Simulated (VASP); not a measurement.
# Mo (P6/mmm) in VASP: a series of runs

Mo is run at these levels: PBE; tasks: single point, relaxation of cell and atoms.

Program: VASP 6.6.1. These are calculated values, not measurements. Logs are shortened: lines on timing, memory, paths and dates and some standing lists are left out, and cuts for length are marked.

## (1) The cell of the first run

The structure is hexagonal, space group P6/mmm (No. 191). Conventional cell: a = 4.258 Å, b = 4.258 Å, c = 2.391 Å, α = 90.00°, β = 90.00°, γ = 120.00°. Mo (site symmetry 6/mmm) has 14 Mo at 2.39 to 2.73 Å within 3.2 Å. Mo (site symmetry -6m2) has 11 Mo at 2.39 to 2.73 Å within 3.2 Å.

This isn't the form of Mo at room conditions, which is bcc.

## (2) Single point, PBE

INCAR reads:

```
PREC = Accurate
ENCUT = 500
EDIFF = 1E-6
ISMEAR = -1
SIGMA = 0.08
LREAL = F
LASPH = T
NELM = 120
ALGO = Normal
ISIF = 2
LWAVE = F
LCHARG = T
GGA = PE
LELF = T
LVHAR = T
NBANDS = 28
GGA_COMPAT = F
```

KPOINTS reads:

```
regular mesh
0
Gamma
  9 9 12
```

POSCAR reads:

```
Mo
1.0
    4.2580835179      0.0000000000      0.0000000000
   -2.1290417590      3.6876084980      0.0000000000
    0.0000000000      0.0000000000      2.3914902264
Mo
3
Direct
    0.0000000000      0.0000000000      0.0000000000
    0.3333333333      0.6666666667      0.5000000000
    0.6666666667      0.3333333333      0.5000000000
```

Potentials or basis: VASP PAW PBE potentials, release 64 (Mo_sv).

Command:

```bash
> cat potpaw_PBE.64/Mo_sv/POTCAR > POTCAR
> mpirun -np 1 vasp_std > vasp.out
```

OUTCAR:

```text
PREC = Accurate
   ENCUT = 500
   EDIFF = 1E-6
   ISMEAR = -1
   LREAL = F
   LASPH = T
   NELM = 120
   ISIF = 2
   GGA = PE

 ion  position               nearest neighbor table
   1  0.000  0.000  0.000-   2 2.73   3 2.73   2 2.73   3 2.73   3 2.73   3 2.73   2 2.73   2 2.73
                             3 2.73   3 2.73   2 2.73   2 2.73
   2  0.333  0.667  0.500-   3 2.46   3 2.46   3 2.46   1 2.73   1 2.73   1 2.73   1 2.73   1 2.73
                             1 2.73   3 3.43   3 3.43   3 3.43   3 3.43   3 3.43   3 3.43
   3  0.667  0.333  0.500-   2 2.46   2 2.46   2 2.46   1 2.73   1 2.73   1 2.73   1 2.73   1 2.73
                             1 2.73   2 3.43   2 3.43   2 3.43   2 3.43   2 3.43   2 3.43

  LATTYP: Found a hexagonal cell.
 ALAT       =     4.2580835179
 C/A-ratio  =     0.5616353499

  Lattice vectors:

 A1 = (   4.2580835179,   0.0000000000,   0.0000000000)
 A2 = (  -2.1290417590,   3.6876084980,   0.0000000000)
 A3 = (   0.0000000000,   0.0000000000,   2.3914902264)

Analysis of symmetry for initial positions (statically):
=====================================================================
 Subroutine PRICEL returns:
 Original cell was already a primitive cell.

 Routine SETGRP: Setting up the symmetry group for a
 hexagonal supercell.

 Subroutine GETGRP returns: Found 24 space group operations
 (whereof 24 operations were pure point group operations)
 out of a pool of 24 trial point group operations.

The static configuration has the point symmetry D_6h.

Analysis of symmetry for dynamics (positions and initial velocities):
=====================================================================
 Subroutine PRICEL returns:
 Original cell was already a primitive cell.

 Routine SETGRP: Setting up the symmetry group for a
 hexagonal supercell.

 Subroutine GETGRP returns: Found 24 space group operations
 (whereof 24 operations were pure point group operations)
 out of a pool of 24 trial point group operations.

The dynamic configuration has the point symmetry D_6h.

 Subroutine INISYM returns: Found 24 space group operations
 (whereof 24 operations are pure point group operations),
 and found     1 'primitive' translations

----------------------------------------------------------------------------------------

                                     Primitive cell

  volume of cell :      37.5515

  direct lattice vectors                    reciprocal lattice vectors
     4.258083518  0.000000000  0.000000000     0.234847437  0.135589231  0.000000000
[... 82 lines left out ...]
   ISPIN  =      1    spin polarized calculation?
   LNONCOLLINEAR =      F non collinear calculations
   LSORBIT =      F    spin-orbit coupling
   LASPH  =      T    aspherical Exc in radial PAW
   ENCUT  =  500.0 eV  36.75 Ry    6.06 a.u.   7.76  7.76  4.36*2*pi/ulx,y,z
   NELM   =    120;   NELMIN=  2; NELMDL= -5     # of ELM steps
   EDIFF  = 0.1E-05   stopping-criterion for ELM
   LREAL  =      F    real-space projection
   EDIFFG = 0.1E-04   stopping-criterion for IOM
   NSW    =      0    number of steps for IOM
   IBRION =     -1    ionic relax: 0-MD 1-quasi-New 2-CG
   NFREE  =      0    steps in history (QN), initial steepest desc. (CG)
   ISIF   =      2    stress and relaxation
   ISYM   =      2    0-nonsym 1-usesym 2-fastsym
   POTIM  = 0.5000    time-step for ionic-motion
   TEBEG  =    0.0;   TEEND  =   0.0 temperature during run
   PSTRESS=    0.0 pullay stress
   NELECT =      42.0000    total number of electrons
   NUPDOWN=      -1.0000    fix difference up-down
   EMIN   =  10.00;   EMAX   =-10.00  energy-range for DOS
   EFERMI =   0.00;   METHOD = LEGACY
   ISMEAR =    -1;   SIGMA  =   0.08  broadening in eV -4-tet -1-fermi 0-gaus
   EFERMI_NEDOS =   21; number of points for ismear=-14 and -15
   IALGO  =     38    algorithm
   IMIX   =      4    mixing-type and parameters
     AMIX     =   0.40;   BMIX     =  1.00
     AMIX_MAG =   1.60;   BMIX_MAG =  1.00
  volume/ion in A,a.u.               =      12.52        84.47
  Fermi-wavevector in a.u.,A,eV,Ry     =   1.699347  3.211300 39.290634  2.887780
  Thomas-Fermi vector in A             =   2.779681
   LORBIT       =      0    0 simple, 1 ext, 2 COOP (PROOUT), +10 PAW based schemes
   GGA     = PE    functional components
   LHFCALC =     F    Hartree Fock is set to
   AEXX    =    0.0000 exact exchange contribution
   IVDW    =     0    specifies the selected vdW correction
   LEPSILON=     F    determine dielectric tensor
   LRPA    =     F    only Hartree local field effects (RPA)
 non-spin polarized calculation
  energy-cutoff  :      500.00
  volume of cell :       37.55
 maximum number of plane-waves:       974
 NGX is ok and might be reduce to    32
   NGX = 15   NGY = 15   NGZ =  9

 number of electron      42.0000007 magnetization

 Free energy of the ion-electron system (eV)
  ---------------------------------------------------
  ext. energy  EPLUGINS =         0.00000000
  ---------------------------------------------------
  free energy    TOTEN  =       -28.82459917 eV

  energy without entropy =      -28.74476838  energy(sigma->0) =      -28.78468378

 E-fermi :  16.2611     XC(G=0): -14.6586

 val. band max:       16.2607843263   @ k =   0.3333   0.2222   0.0833
 cond. band min:      16.2644485342   @ k =   0.3333   0.1111   0.2500
 fundamental gap:      0.0036642079
 Fermi energy:        16.2611391633

 k-point     1 :       0.0000    0.0000    0.0000
  band No.  band energies     occupation
      1     -44.9489      2.00000
      2     -44.4445      2.00000
      3     -44.1963      2.00000
      4     -19.5013      2.00000
      5     -19.5013      2.00000
      6     -19.2082      2.00000
[... 733 lines left out ...]
     27      20.4074      0.00000
     28      21.0446      0.00000

 [... further k-points ...]
[... 5 lines left out ...]
  --------------------------------------------------------------------------------------
  -------------------------------------------------------------------------------------
  Total       23.7737658     23.7737658     23.9526535     -0.0000000      0.0000000      0.0000000
  in kB     1014.3339670   1014.3339670   1021.9664091     -0.0000000      0.0000000      0.0000000
  external PRESSURE =    1016.8781144 kB  Pullay stress =       0.0000000 kB

 VOLUME and BASIS-vectors are now :
 -----------------------------------------------------------------------------
  energy-cutoff  :      500.00
  volume of cell :       37.55
      direct lattice vectors                 reciprocal lattice vectors
     4.258083518  0.000000000  0.000000000     0.234847437  0.135589231  0.000000000
    -2.129041759  3.687608498  0.000000000     0.000000000  0.271178462  0.000000000
     0.000000000  0.000000000  2.391490226     0.000000000  0.000000000  0.418149315

 POSITION                                       TOTAL-FORCE (eV/Angst)
 -----------------------------------------------------------------------------------
      0.00000      0.00000      0.00000         0.000000      0.000000      0.000000
     -0.00000      2.45841      1.19575         0.000000      0.000000      0.000000
      2.12904      1.22920      1.19575        -0.000000      0.000000      0.000000
 -----------------------------------------------------------------------------------
    total drift:                               -0.000000      0.000000      0.000000

  FREE ENERGIE OF THE ION-ELECTRON SYSTEM (eV)
  ---------------------------------------------------
  free  energy   TOTEN  =       -28.8245991715 eV

  energy  without entropy=      -28.7447683819  energy(sigma->0) =      -28.78468378
```

Wall time 29 s (1 thread of Intel Xeon 6975P-C (Granite Rapids), shared host); peak memory 0.19 GiB.

Results:

```yaml
Free_energy: -28.8246 eV
Pressure: 101.7 GPa
Band_gap_on_the_k_mesh: zero (bands 21 and 22 overlap by 1.75 eV)
```

Levels at points of the mesh, in eV from the Fermi level:
| k point | band 17 | band 18 | band 19 | band 20 | band 21 | band 22 | band 23 | band 24 | band 25 | band 26 |
| --- | --- | --- | --- | --- | --- | --- | --- | --- | --- | --- |
| (0.00, 0.00, 0.00) | -2.49 | -2.49 | -2.42 | -2.42 | -0.82 | -0.82 | 1.88 | 1.88 | 1.97 | 1.97 |
| (0.00, 0.00, 0.50) | -2.91 | -1.54 | -1.54 | -1.41 | 0.16 | 0.16 | 3.40 | 3.40 | 4.40 | 4.40 |

Caveat: the cell stands under pressure.

## (3) Single point, PBE

INCAR reads:

```
ALGO = Normal ; EDIFF = 1E-6
ENCUT = 500 ; GGA = PE
GGA_COMPAT = False ; ISIF = 2
ISMEAR = -1 ; LASPH = True
LCHARG = True ; LELF = True
LREAL = False ; LVHAR = True
LWAVE = False ; NBANDS = 28
NELM = 120 ; PREC = Accurate
SIGMA = 0.08
```

KPOINTS reads:

```
k-points
0
Gamma
  9 9 12
```

POSCAR reads:

```
Mo
1.0
    4.2581609192      0.0000000000      0.0000000000
   -2.1290804596      3.6876755294      0.0000000000
    0.0000000000      0.0000000000      2.3910980915
Mo
3
Direct
    0.0000000000      0.0000000000      0.0000000000
    0.3333333333      0.6666666667      0.5000000000
    0.6666666667      0.3333333333      0.5000000000
```

Potentials or basis: VASP PAW PBE potentials, release 64 (Mo_sv).

Command:

```bash
> cat potpaw_PBE.64/Mo_sv/POTCAR > POTCAR
> mpirun -np 1 vasp_std > vasp.out
```

It took 31 s on 1 thread of Intel Xeon 6975P-C (Granite Rapids), shared host; peak memory 0.18 GiB.

The run converged. Its results:

```
Free energy            : -28.8215 eV
Pressure               : 101.8 GPa
Band gap on the k mesh : zero (bands 21 and 22 overlap by 1.75 eV)
```

Stress tensor (GPa, compression positive):
```
101.48   0.00   0.00
  0.00 101.48   0.00
  0.00   0.00 102.36
```

Levels at points of the mesh, in eV from the Fermi level:
| k point | band 19 | band 20 | band 21 | band 22 | band 23 | band 24 |
| --- | --- | --- | --- | --- | --- | --- |
| (0.00, 0.00, 0.00) | -2.42 | -2.42 | -0.82 | -0.82 | 1.89 | 1.89 |
| (0.00, 0.00, 0.50) | -1.54 | -1.41 | 0.16 | 0.16 | 3.40 | 3.40 |

Caveat: the cell stands under pressure.

## (4) Relaxation of cell and atoms, PBE, target pressure 100 GPa, at which the enthalpy is minimised

This run uses another cell than the first one, of 12.40 Å³/atom.

INCAR reads:

```
SYSTEM = Mo
PREC     = Accurate       ! precision mode
ENCUT    = 500            ! plane-wave cutoff, eV
EDIFF    = 1E-7           ! SCF threshold, eV
ISMEAR   = -1             ! smearing method
SIGMA    = 0.08           ! smearing width, eV
LREAL    = .False.        ! projectors in reciprocal space
LASPH    = .True.         ! aspherical terms in the spheres
NELM     = 120            ! most SCF steps
ALGO     = Normal         ! electronic algorithm
ISIF     = 3              ! what is computed and relaxed
LWAVE    = .False.        ! write WAVECAR
LCHARG   = .False.        ! write CHGCAR
GGA      = PE             ! functional
IBRION   = 2              ! ionic algorithm
NSW      = 60             ! ionic steps
EDIFFG   = -0.005         ! ionic threshold
PSTRESS  = 1000.0       
GGA_COMPAT= .False.      
NELMIN   = 4
```

KPOINTS reads:

```
regular mesh
0
Gamma
  9 9 12
  0 0 0
```

POSCAR reads:

```
Mo
1.0
    4.1066391242      0.0000000000      0.0000000000
   -2.0533195621      3.5564538057      0.0000000000
    0.0000000000      0.0000000000      2.5461162570
Mo
3
Direct
    0.0000000000      0.0000000000      0.0000000000
    0.3333333333      0.6666666667      0.5000000000
    0.6666666667      0.3333333333      0.5000000000
```

Command:

```bash
> cat potpaw_PBE.64/Mo_sv/POTCAR > POTCAR
> mpirun -np 1 vasp_std > vasp.out
```

It took 3.9 min on 1 thread of Intel Xeon 6975P-C (Granite Rapids), shared host; peak memory 0.19 GiB.

It converged, with:

```
Free energy                                                : -28.8869 eV
Relaxed volume                                             : 12.55 Å³/atom
Relaxed cell                                               : a = 4.260 Å, b = 4.260 Å, c = 2.395 Å, α = 90.00°, β = 90.00°, γ = 120.00°
Space group after relaxing (to 0.1 Å)                      : P6/mmm (No. 191)
Energy change on relaxing (the run minimises the enthalpy) : -188.5 meV/atom
Ionic steps                                                : 11
Pressure after relaxing                                    : 100.0 GPa
Band gap on the k mesh                                     : zero (bands 21 and 22 overlap by 1.74 eV)
```

The path:
```
step  energy change (eV)  largest force (eV/Å)  pressure (GPa)  volume (Å³)
   1              0.0000                0.0000          104.17        37.19
   2             -1.2357                0.0000           82.55        38.83
   3             -1.0809                0.0000           85.77        38.57
   4             -0.4703                0.0000          102.46        37.57
   5             -0.7964                0.0000           94.38        38.04
   6             -0.5239                0.0000          101.01        37.58
   7             -0.5674                0.0000           99.97        37.65
   8             -0.5722                0.0000           99.86        37.66
   9             -0.5694                0.0000           99.93        37.66
  10             -0.5706                0.0000           99.90        37.66
  11             -0.5654                0.0000          100.03        37.65
```

Final structure:
```
Mo
1.0
     4.26036    0.00000    0.00000
    -2.13018    3.68958    0.00000
     0.00000    0.00000    2.39526
Mo
3
Cartesian
  0.0000 0.0000 0.0000
  0.0000 2.4597 1.1976
  2.1302 1.2299 1.1976
```

Levels at points of the mesh, in eV from the Fermi level:
```
           k point  band 19  band 20  band 21  band 22  band 23  band 24
(0.00, 0.00, 0.00)    -2.42    -2.42    -0.81    -0.81     1.87     1.87
(0.00, 0.00, 0.50)    -1.52    -1.42     0.16     0.16     3.40     3.40
```

Caveat: the cell is relaxed towards a set pressure, so the run minimises the enthalpy, not the energy.
